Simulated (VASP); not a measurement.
# Al18Cu in VASP: single point with PBE

Aim: the single point of Al18Cu with PBE.

Program: VASP 6.6.1. These are calculated values, not measurements. Logs are shortened: lines on timing, memory, paths and dates and some standing lists are left out, and cuts for length are marked.

### Step 1. The cell of the first run

The cell holds a slab with vacuum, 19 atoms: a = 12.150 Å, b = 5.728 Å, c = 15.864 Å, α = 90.00°, β = 90.00°, γ = 90.00°.

### Step 2. Single point, PBE

Input file INCAR:

```
SYSTEM = Al18Cu
PREC     = Accurate       ! precision mode
ENCUT    = 520            ! plane-wave cutoff, eV
EDIFF    = 1E-6           ! SCF threshold, eV
ISMEAR   = -1             ! smearing method
SIGMA    = 0.1            ! smearing width, eV
LREAL    = Auto         
LASPH    = .True.         ! aspherical terms in the spheres
NELM     = 80             ! most SCF steps
ALGO     = Normal         ! electronic algorithm
ISIF     = 2              ! what is computed and relaxed
LWAVE    = .False.        ! write WAVECAR
LCHARG   = .False.        ! write CHGCAR
GGA      = PE             ! functional
NBANDS   = 48             ! bands
```

Input file KPOINTS:

```
Automatic mesh
0
Gamma
  2 3 1
  0 0 0
```

Input file POSCAR:

```
Al18Cu
1.0
   12.1500000000      0.0000000000      0.0000000000
    0.0000000000      5.7275650000      0.0000000000
    0.0000000000      0.0000000000     15.8637820000
Al Cu
18 1
Direct
    0.0000000000      0.0000000000      0.0630367000
    0.3333333000      0.0000000000      0.0630367000
    0.6666667000      0.0000000000      0.0630367000
    0.0000000000      0.5000000000      0.0630367000
    0.3333333000      0.5000000000      0.0630367000
    0.6666667000      0.5000000000      0.0630367000
    0.1615324764      0.2502291400      0.1560521884
    0.5051344826      0.2502277035      0.1560522154
    0.8333333217      0.2507923137      0.1317115568
    0.1636280692      0.7501983047      0.1572625438
    0.5030387739      0.7501991888      0.1572624557
    0.8333334923      0.7506739902      0.1425645737
   -0.0096449576     -0.0059831140      0.2426374055
    0.3333323779      0.0011995348      0.2398004375
    0.6763128303     -0.0059839976      0.2426398603
   -0.0095239871      0.5059669056      0.2424247937
    0.3333343955      0.4978183489      0.2398478602
    0.6761920763      0.5059655482      0.2424211218
    0.8333338580      0.2502084913      0.2871900684
```

Potentials or basis: VASP PAW PBE potentials, release 64 (Al, Cu).

On the command line:

```bash
> cat potpaw_PBE.64/Al/POTCAR potpaw_PBE.64/Cu/POTCAR > POTCAR
> mpirun -np 1 vasp_std > vasp.out
```

OUTCAR:

```text
SYSTEM = Al18Cu
   PREC = Accurate
   ENCUT = 520
   EDIFF = 1E-6
   ISMEAR = -1
   LREAL = Auto
   LASPH = .True.
   NELM = 80
   ISIF = 2
   GGA = PE

 ion  position               nearest neighbor table
   1  0.000  0.000  0.063-   9 2.71  12 2.78   7 2.84  13 2.85   4 2.86   4 2.86  10 2.87
   2  0.333  0.000  0.063-  14 2.80   5 2.86   5 2.86  11 2.92  10 2.92   8 2.93   7 2.93
   3  0.667  0.000  0.063-   9 2.71  12 2.78   8 2.84  15 2.85   6 2.86   6 2.86  11 2.87
   4  0.000  0.500  0.063-   9 2.71  12 2.78   7 2.84  16 2.85   1 2.86   1 2.86  10 2.87
   5  0.333  0.500  0.063-  17 2.80   2 2.86   2 2.86  10 2.92  11 2.92   7 2.93   8 2.93
   6  0.667  0.500  0.063-   9 2.71  12 2.78   8 2.84  18 2.85   3 2.86   3 2.86  11 2.87
   7  0.162  0.250  0.156-   4 2.84   1 2.84  17 2.85  14 2.86  10 2.86  10 2.86  16 2.89  13 2.89
                             5 2.93   2 2.93
   8  0.505  0.250  0.156-   6 2.84   3 2.84  17 2.85  14 2.86  11 2.86  11 2.86  18 2.89  15 2.89
                             5 2.93   2 2.93
   9  0.833  0.251  0.132-  19 2.47   6 2.71   4 2.71   3 2.71   1 2.71  12 2.87  12 2.87  18 2.98
                            16 2.98  13 2.98  15 2.98
  10  0.164  0.750  0.157-  14 2.83  17 2.84   7 2.86   7 2.86  16 2.86  13 2.87   1 2.87   4 2.87
                             2 2.92   5 2.92
  11  0.503  0.750  0.157-  14 2.83  17 2.84   8 2.86   8 2.86  18 2.86  15 2.87   3 2.87   6 2.87
                             2 2.92   5 2.92
  12  0.833  0.751  0.143-   1 2.78   3 2.78   4 2.78   6 2.78  13 2.85  15 2.85  18 2.85  16 2.85
                             9 2.87   9 2.87
  13  0.990  0.994  0.243-  19 2.51  16 2.80  12 2.85   1 2.85  10 2.87   7 2.89  16 2.93   9 2.98

  14  0.333  0.001  0.240-   2 2.80  10 2.83  11 2.83  17 2.84   7 2.86   8 2.86  17 2.88
  15  0.676  0.994  0.243-  19 2.51  18 2.80  12 2.85   3 2.85  11 2.87   8 2.89  18 2.93   9 2.98

  16  0.990  0.506  0.242-  19 2.51  13 2.80   4 2.85  12 2.85  10 2.86   7 2.89  13 2.93   9 2.98

  17  0.333  0.498  0.240-   5 2.80  11 2.84  10 2.84  14 2.84   8 2.85   7 2.85  14 2.88
  18  0.676  0.506  0.242-  19 2.51  15 2.80   6 2.85  12 2.85  11 2.86   8 2.89  15 2.93   9 2.98

  19  0.833  0.250  0.287-   9 2.47  15 2.51  13 2.51  16 2.51  18 2.51

  LATTYP: Found a simple orthorhombic cell.
 ALAT       =     5.7275650000
 B/A-ratio  =     2.1213203167
 C/A-ratio  =     2.7697253545

  Lattice vectors:

 A1 = (   0.0000000000,  -5.7275650000,   0.0000000000)
 A2 = (  12.1500000000,   0.0000000000,   0.0000000000)
 A3 = (   0.0000000000,   0.0000000000,  15.8637820000)

Analysis of symmetry for initial positions (statically):
=====================================================================
 Subroutine PRICEL returns:
 Original cell was already a primitive cell.

 Routine SETGRP: Setting up the symmetry group for a
 simple orthorhombic supercell.

 Subroutine GETGRP returns: Found  2 space group operations
 (whereof  1 operations were pure point group operations)
 out of a pool of  8 trial point group operations.

The static configuration has the point symmetry C_1 .
 The point group associated with its full space group is C_1h.

Analysis of symmetry for dynamics (positions and initial velocities):
=====================================================================
 Subroutine PRICEL returns:
 Original cell was already a primitive cell.

 Routine SETGRP: Setting up the symmetry group for a
 simple orthorhombic supercell.

 Subroutine GETGRP returns: Found  2 space group operations
 (whereof  1 operations were pure point group operations)
 out of a pool of  8 trial point group operations.

The dynamic configuration has the point symmetry C_1 .
 The point group associated with its full space group is C_1h.

 Subroutine INISYM returns: Found  2 space group operations
 (whereof  1 operations are pure point group operations),
 and found     1 'primitive' translations

----------------------------------------------------------------------------------------

                                     Primitive cell

  volume of cell :    1103.9592

  direct lattice vectors                    reciprocal lattice vectors
    12.150000000  0.000000000  0.000000000     0.082304527  0.000000000  0.000000000
     0.000000000  5.727565000  0.000000000     0.000000000  0.174594265  0.000000000
     0.000000000  0.000000000 15.863782000     0.000000000  0.000000000  0.063036671

  length of vectors
    12.150000000  5.727565000 15.863782000     0.082304527  0.174594265  0.063036671

  position of ions in fractional coordinates (direct lattice)
     0.000000000  0.000000000  0.063036700
     0.333333300  0.000000000  0.063036700
     0.666666700  0.000000000  0.063036700
     0.000000000  0.500000000  0.063036700
     0.333333300  0.500000000  0.063036700
     0.666666700  0.500000000  0.063036700
[... 11 lines left out ...]
     0.676192076  0.505965548  0.242421122
     0.833333858  0.250208491  0.287190068

  ion indices of the primitive-cell ions
   primitive index   ion index
                 1           1
                 2           2
                 3           3
                 4           4
                 5           5
                 6           6
[... 11 lines left out ...]
                18          18
                19          19

----------------------------------------------------------------------------------------

 KPOINTS: Automatic mesh

Automatic generation of k-mesh.
 Grid dimensions read from file:
 generate k-points for:    2    3    1

 Generating k-lattice:

  Cartesian coordinates                     Fractional coordinates (reciprocal lattice)
     0.041152263  0.000000000  0.000000000     0.500000000  0.000000000  0.000000000
     0.000000000  0.058198088  0.000000000     0.000000000  0.333333333  0.000000000
     0.000000000  0.000000000  0.063036671     0.000000000  0.000000000  1.000000000

  Length of vectors
     0.041152263  0.058198088  0.063036671

  Shift w.r.t. Gamma in fractional coordinates (k-lattice)
     0.000000000  0.000000000  0.000000000

 Subroutine IBZKPT returns following result:
 ===========================================

 Found      4 irreducible k-points:

 Following reciprocal coordinates:
            Coordinates               Weight
  0.000000  0.000000  0.000000      1.000000
  0.500000  0.000000  0.000000      1.000000
  0.000000  0.333333  0.000000      2.000000
  0.500000  0.333333  0.000000      2.000000
   k-points           NKPTS =      4   k-points in BZ     NKDIM =      4   number of bands    NBANDS=     48
   number of dos      NEDOS =    301   number of ions     NIONS =     19
   total plane-waves  NPLWV = 518400
   dimension x,y,z NGX =    90 NGY =   48 NGZ =  120
   dimension x,y,z NGXF=   180 NGYF=   96 NGZF=  240
   ions per type =              18   1
   NGX,Y,Z   is equivalent  to a cutoff of  12.31, 13.93, 12.58 a.u.
   NGXF,Y,Z  is equivalent  to a cutoff of  24.63, 27.86, 25.15 a.u.
 SYSTEM =  Al18Cu
   PREC   = accura    normal or accurate (medium, high low for compatibility)
   ISTART =      0    job   : 0-new  1-cont  2-samecut
   ICHARG =      2    charge: 1-file 2-atom 10-const
   ISPIN  =      1    spin polarized calculation?
   LNONCOLLINEAR =      F non collinear calculations
   LSORBIT =      F    spin-orbit coupling
   LASPH  =      T    aspherical Exc in radial PAW
   ENCUT  =  520.0 eV  38.22 Ry    6.18 a.u.  22.59 10.65 29.50*2*pi/ulx,y,z
   NELM   =     80;   NELMIN=  2; NELMDL= -5     # of ELM steps
   EDIFF  = 0.1E-05   stopping-criterion for ELM
   LREAL  =      T    real-space projection
   EDIFFG = 0.1E-04   stopping-criterion for IOM
   NSW    =      0    number of steps for IOM
   IBRION =     -1    ionic relax: 0-MD 1-quasi-New 2-CG
   NFREE  =      0    steps in history (QN), initial steepest desc. (CG)
   ISIF   =      2    stress and relaxation
   ISYM   =      2    0-nonsym 1-usesym 2-fastsym
   POTIM  = 0.5000    time-step for ionic-motion
   TEBEG  =    0.0;   TEEND  =   0.0 temperature during run
   PSTRESS=    0.0 pullay stress
   NELECT =      65.0000    total number of electrons
   NUPDOWN=      -1.0000    fix difference up-down
   EMIN   =  10.00;   EMAX   =-10.00  energy-range for DOS
   EFERMI =   0.00;   METHOD = LEGACY
   ISMEAR =    -1;   SIGMA  =   0.10  broadening in eV -4-tet -1-fermi 0-gaus
   EFERMI_NEDOS =   21; number of points for ismear=-14 and -15
   IALGO  =     38    algorithm
   IMIX   =      4    mixing-type and parameters
     AMIX     =   0.40;   BMIX     =  1.00
     AMIX_MAG =   1.60;   BMIX_MAG =  1.00
  volume/ion in A,a.u.               =      58.10       392.10
  Fermi-wavevector in a.u.,A,eV,Ry     =   0.636886  1.203540  5.518844  0.405624
  Thomas-Fermi vector in A             =   1.701707
   LORBIT       =      0    0 simple, 1 ext, 2 COOP (PROOUT), +10 PAW based schemes
   GGA     = PE    functional components
   LHFCALC =     F    Hartree Fock is set to
   AEXX    =    0.0000 exact exchange contribution
   IVDW    =     0    specifies the selected vdW correction
   LEPSILON=     F    determine dielectric tensor
   LRPA    =     F    only Hartree local field effects (RPA)
 non-spin polarized calculation
  energy-cutoff  :      520.00
  volume of cell :     1103.96
 maximum number of plane-waves:     29758
   NGX = 45   NGY = 21   NGZ = 59

 number of electron      65.0000004 magnetization

 Free energy of the ion-electron system (eV)
  ---------------------------------------------------
  ext. energy  EPLUGINS =         0.00000000
  ---------------------------------------------------
  free energy    TOTEN  =       -63.27111936 eV

  energy without entropy =      -62.98295209  energy(sigma->0) =      -63.12703573

 E-fermi :  -0.7139     XC(G=0):  -4.1548

 val. band max:       -0.7350088646   @ k =   0.5000   0.0000   0.0000
 cond. band min:      -0.6814800823   @ k =   0.5000   0.0000   0.0000
 fundamental gap:      0.0535287824
 Fermi energy:        -0.7138593613

 k-point     1 :       0.0000    0.0000    0.0000
  band No.  band energies     occupation
      1     -10.3750      2.00000
      2      -9.4041      2.00000
      3      -9.3020      2.00000
      4      -7.0377      2.00000
      5      -6.4388      2.00000
      6      -6.4069      2.00000
[... 177 lines left out ...]
     43       1.5354      0.00000
     44       1.5722      0.00000
 [bands above 44 left out]

------------------------ aborting loop because EDIFF is reached ----------------------------------------

  FORCE on cell =-STRESS in cart. coord.  units (eV):
  Direction    XX          YY          ZZ          XY          YZ          ZX
  --------------------------------------------------------------------------------------
  -------------------------------------------------------------------------------------
  Total      -14.9017973    -10.1368910      0.1826055      0.0000000     -0.0055010      0.0000000
  in kB      -21.6269958    -14.7116817      0.2650156      0.0000000     -0.0079836      0.0000000
  external PRESSURE =     -12.0245540 kB  Pullay stress =       0.0000000 kB

 VOLUME and BASIS-vectors are now :
 -----------------------------------------------------------------------------
  energy-cutoff  :      520.00
  volume of cell :     1103.96
      direct lattice vectors                 reciprocal lattice vectors
    12.150000000  0.000000000  0.000000000     0.082304527  0.000000000  0.000000000
     0.000000000  5.727565000  0.000000000     0.000000000  0.174594265  0.000000000
     0.000000000  0.000000000 15.863782000     0.000000000  0.000000000  0.063036671

 POSITION                                       TOTAL-FORCE (eV/Angst)
 -----------------------------------------------------------------------------------
      0.00000      0.00000      1.00000         0.275508     -0.128071     -0.053950
      4.05000      0.00000      1.00000         0.000000      0.051406      0.077621
      8.10000      0.00000      1.00000        -0.275508     -0.128071     -0.053950
      0.00000      2.86378      1.00000         0.278349      0.138350     -0.061886
      4.05000      2.86378      1.00000         0.000000     -0.049827      0.079728
      8.10000      2.86378      1.00000        -0.278349      0.138350     -0.061886
[... 11 lines left out ...]
      8.21573      2.89795      3.84572        -0.005231     -0.002055      0.013639
     10.12501      1.43309      4.55592         0.000000      0.000286      0.027761
 -----------------------------------------------------------------------------------
    total drift:                               -0.001456     -0.001832     -0.014527

  FREE ENERGIE OF THE ION-ELECTRON SYSTEM (eV)
  ---------------------------------------------------
  free  energy   TOTEN  =       -63.2711193607 eV

  energy  without entropy=      -62.9829520949  energy(sigma->0) =      -63.12703573
```

It took 6.1 min on 1 thread of Intel Xeon 6975P-C (Granite Rapids), shared host; peak memory 0.97 GiB.

Results:

```yaml
Free_energy: -63.2711 eV
Largest_force: 0.317 eV/Å
Band_gap_on_the_k_mesh: zero (an odd number of electrons rules out a gap without spin polarisation)
```

Forces on the atoms (eV/Å):
```
Al   0.276 -0.128 -0.054
Al   0.000  0.051  0.078
Al  -0.276 -0.128 -0.054
Al   0.278  0.138 -0.062
Al   0.000 -0.050  0.080
Al  -0.278  0.138 -0.062
Al   0.007 -0.007 -0.002
Al  -0.007 -0.007 -0.002
Al   0.000 -0.014  0.013
Al   0.000 -0.002  0.006
Al   0.000 -0.002  0.006
Al   0.000 -0.007 -0.008
Al   0.011  0.006  0.003
Al   0.000 -0.001  0.002
Al  -0.011  0.006  0.003
Al   0.005 -0.002  0.014
Al   0.000  0.009 -0.003
Al  -0.005 -0.002  0.014
Cu   0.000  0.000  0.028
```

Levels at points of the mesh, in eV from the Fermi level:
| k point | band 29 | band 30 | band 31 | band 32 | band 33 | band 34 | band 35 | band 36 |
| --- | --- | --- | --- | --- | --- | --- | --- | --- |
| (0.00, 0.00, 0.00) | -1.30 | -1.12 | -1.04 | -0.93 | -0.93 | -0.68 | -0.31 | 0.13 |
| (0.50, 0.00, 0.00) | -1.11 | -1.05 | -0.63 | -0.02 | 0.03 | 0.23 | 0.49 | 0.61 |

Caveat: the k points lie up to 0.37 Å⁻¹ apart, too coarse for converged energies and pressures of a metal.
